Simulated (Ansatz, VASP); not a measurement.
Two plane-wave programs on Cd7S

```
Cd S
1.0
     6.96515    0.00000    0.00000
    -3.48258    6.03200    0.00000
     0.00000    0.00000    5.55171
Cd S
7 1
Direct
  0.49963 0.99926 0.00000
  0.49963 0.50037 0.00000
  0.00074 0.50037 0.00000
  0.33925 0.16963 0.50000
  0.83037 0.16963 0.50000
  0.83037 0.66075 0.50000
  0.33333 0.66667 0.50000
  0.00000 0.00000 0.00000
```

Change from the starting cell: species swapped into the Mg7Sn type (P-6m2, No. 187).

Alike in both runs: task relaxation of cell and atoms; functional PBE; k mesh 3 × 3 × 3; occupations gaussian, width 0.2 eV; no spin polarisation.

```csv
,VASP,Ansatz
version,VASP 6.6.1,Ansatz 0.2.0
potentials or method,"VASP PAW PBE potentials, release 64 (Cd, S), cutoff 600 eV","scalar-relativistic, plane waves, PAW"
valence electrons in the cell,90,146
```

```tsv
	VASP	Ansatz	Ansatz less VASP
gap on the k mesh at the Fermi level, each at its own relaxed structure (eV)	none	none	-
relaxed volume (Å³/atom)	22.70	22.67	-0.024
relaxed cell length with the largest relative difference (Å)	5.876	5.897	+0.0209
```

A gap of «none» marks a metal or a gap that the smearing closes. VASP's potentials hold 90 valence electrons a cell and Ansatz's 146, so a difference there can come from the potentials and not from the codes.

The k mesh is coarse, so the values compare programs but aren't converged. Noted on VASP's run: the volume moved by over 15 % at a fixed basis, so the end points are rough.
